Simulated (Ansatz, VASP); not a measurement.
## Sb: VASP beside Ansatz

INCAR

```
ALGO = Normal
EDIFF = 1E-6
ENCUT = 520
GGA = PE
ISIF = 2
ISMEAR = 0
LASPH = True
LCHARG = True
LELF = True
LREAL = False
LVHAR = True
LWAVE = False
NBANDS = 8
NELM = 80
PREC = Accurate
SIGMA = 0.1
```

File KPOINTS:

```
k-points
0
Gamma
  18 18 18
```

File POSCAR:

```
Sb
1.0
    3.0781272250      0.0000000000      0.0000000000
    0.0000000000      3.0781272250      0.0000000000
    0.0000000000      0.0000000000      3.0781279176
Sb
1
Direct
    0.0000000000      0.0000000000      0.0000000000
```

Input for Ansatz:

```yaml
crystal:
  lattice:
    - [3.078127225, 0.0, 0.0]
    - [0.0, 3.078127225, 0.0]
    - [0.0, 0.0, 3.0781279176]
  atoms:
    - { symbol: Sb, position: [0.0, 0.0, 0.0] }
basis:
  ecutwfc: 420
kpoints:
  mp_grid: { grid: [18, 18, 18] }
hamiltonian:
  xc: pbe
scf:
  occupations: { method: gaussian, width: 0.1 }
output:
  forces: true
  stress: true
  eigenvalues: true
```

Alike in both runs: task single point; functional PBE; k mesh 18 × 18 × 18; occupations gaussian, width 0.1 eV; no spin polarisation.

|  | VASP | Ansatz |
| --- | --- | --- |
| version | VASP 6.6.1 | Ansatz 0.2.0 |
| potentials or method | VASP PAW PBE potentials, release 64 (Sb), cutoff 520 eV | scalar-relativistic, plane waves, PAW |
| valence electrons in the cell | 5 | 15 |

```csv
,VASP,Ansatz,Ansatz less VASP
gap on the k mesh at the Fermi level (eV),none,none,-
pressure (GPa),1.8,1.8,+0.01
```

A gap of «none» marks a metal or a gap that the smearing closes. VASP's potentials hold 5 valence electrons a cell and Ansatz's 15, so a difference there can come from the potentials and not from the codes.

Neither program's run includes spin-orbit coupling.
